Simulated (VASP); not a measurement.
A run of VASP 6.6.1 is set up as follows.

POSCAR

```
As
1.0
    2.7184590952      0.0000000000      0.0000000000
    0.0000000000      2.7184590952      0.0000000000
    0.0000000000      0.0000000000      2.7184590952
As
1
Direct
    0.0000000000      0.0000000000      0.0000000000
```

The input INCAR.step1:

```
SYSTEM = As
PREC = Accurate
ENCUT = 600
ISMEAR = 0
SIGMA = 0.1
LREAL = .FALSE.
LASPH = .TRUE.
NELM = 80
GGA = PE
ALGO = Normal
EDIFF = 1E-4
LWAVE = .TRUE.
LCHARG = .FALSE.
```

INCAR.step2

```
SYSTEM = As
PREC = Accurate
ENCUT = 600
EDIFF = 1E-7
ISMEAR = 0
SIGMA = 0.1
LREAL = .FALSE.
LASPH = .TRUE.
NELM = 80
ALGO = Normal
ISIF = 3
LWAVE = .FALSE.
LCHARG = .FALSE.
METAGGA = R2SCAN
LMIXTAU = .TRUE.
IBRION = 2
NSW = 80
EDIFFG = -0.01
ISTART = 1
```

The input KPOINTS:

```
regular mesh
0
G
  16 16 16
  0 0 0
```

Potentials or basis: VASP PAW PBE potentials, release 64 (As).

Launch:

```console
$ cat potpaw_PBE.64/As/POTCAR > POTCAR
$ cp INCAR.step1 INCAR
$ mpirun -np 1 vasp_std > vasp.out
$ cp INCAR.step2 INCAR
$ mpirun -np 1 vasp_std > vasp.out
```

Task: Predict the band gap on the k mesh.

Result: Zero (an odd number of electrons rules out a gap without spin polarisation).

Task: Estimate the relaxed volume.

Result: 19.78 Å³/atom.

Task: Predict the relaxed cell.

Result: a = 2.704 Å, b = 2.704 Å, c = 2.704 Å, α = 90.00°, β = 90.00°, γ = 90.00°.

Task: Predict the space group after relaxing (to 0.1 Å).

Result: Pm-3m (No. 221).

Final structure:
```
CELL_PARAMETERS angstrom
2.70442 0.00000 0.00000
0.00000 2.70442 0.00000
0.00000 0.00000 2.70442
ATOMIC_POSITIONS crystal
As 0.00000 0.00000 0.00000
```

Caveat: the PAW data sets were made with another functional, which shifts forces and pressure a little.
